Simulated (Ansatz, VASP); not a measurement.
# Te2Mo in VASP and in Ansatz

The input POSCAR:

```
Te2Mo
1.0
    3.5602328140      0.0000000000      0.0000000000
   -1.7801164070      3.0832520603      0.0000000000
    0.0000000000      0.0000000000     17.5240578200
Te Mo
2 1
Direct
    0.3221089277      0.6241354288      0.8920232255
    0.3518854459      0.7122058449      0.1055357749
   -0.0073277070     -0.0030079403      0.0024409997
```

The input INCAR.step1:

```
SYSTEM = Te2Mo
PREC = Accurate
ENCUT = 520
ISMEAR = 0
SIGMA = 0.05
LREAL = .FALSE.
LASPH = .TRUE.
NELM = 100
NBANDS = 20
GGA = PE
ALGO = Normal
EDIFF = 1E-4
LWAVE = .TRUE.
LCHARG = .FALSE.
```

Contents of INCAR.step2:

```
SYSTEM = Te2Mo
PREC = Accurate
ENCUT = 520
EDIFF = 1E-6
ISMEAR = 0
SIGMA = 0.05
LREAL = .FALSE.
LASPH = .TRUE.
NELM = 100
ALGO = Normal
ISIF = 2
LWAVE = .FALSE.
LCHARG = .FALSE.
METAGGA = R2SCAN
LMIXTAU = .TRUE.
NBANDS = 20
ISTART = 1
```

KPOINTS

```
Automatic mesh
0
G
  12 12 2
  0 0 0
```

Input for Ansatz:

```yaml
crystal:
  lattice:
    - [3.560232814, 0.0, 0.0]
    - [-1.780116407, 3.0832520603, 0.0]
    - [0.0, 0.0, 17.52405782]
  atoms:
    - { symbol: Te, position: [0.3221089277, 0.6241354288, 0.8920232255] }
    - { symbol: Te, position: [0.3518854459, 0.7122058449, 0.1055357749] }
    - { symbol: Mo, position: [-0.007327707, -0.0030079403, 0.0024409997] }
basis:
  ecutwfc: 500
kpoints:
  mp_grid: { grid: [12, 12, 2] }
hamiltonian:
  xc: r2scan
scf:
  occupations: { method: gaussian, width: 0.05 }
output:
  forces: true
  stress: true
  eigenvalues: true
```

Change from the starting cell: all atoms moved at random (sigma 0.1 Å a component).

Alike in both runs: task single point; functional r2SCAN; k mesh 12 × 12 × 2; occupations gaussian, width 0.05 eV; no spin polarisation.

|  | VASP | Ansatz |
| --- | --- | --- |
| version | VASP 6.6.1 | Ansatz 0.2.0 |
| potentials or method | VASP PAW PBE potentials, release 64 (Te, Mo_sv), cutoff 520 eV | scalar-relativistic, plane waves, PAW |
| valence electrons in the cell | 26 | 46 |

```tsv
	VASP	Ansatz	Ansatz less VASP
gap on the k mesh at the Fermi level (eV)	1.16	1.16	-0.004
least direct gap on the mesh (eV)	1.19	1.19	-0.003
rms of the force components (eV/Å)	0.712	0.717	+0.0045
```

VASP's potentials were made for PBE, not for r2SCAN. Atom by atom the forces differ by 0.009 eV/Å (rms over components). VASP's potentials hold 26 valence electrons a cell and Ansatz's 46, so a difference there can come from the potentials and not from the codes.

Spin-orbit coupling is off throughout.
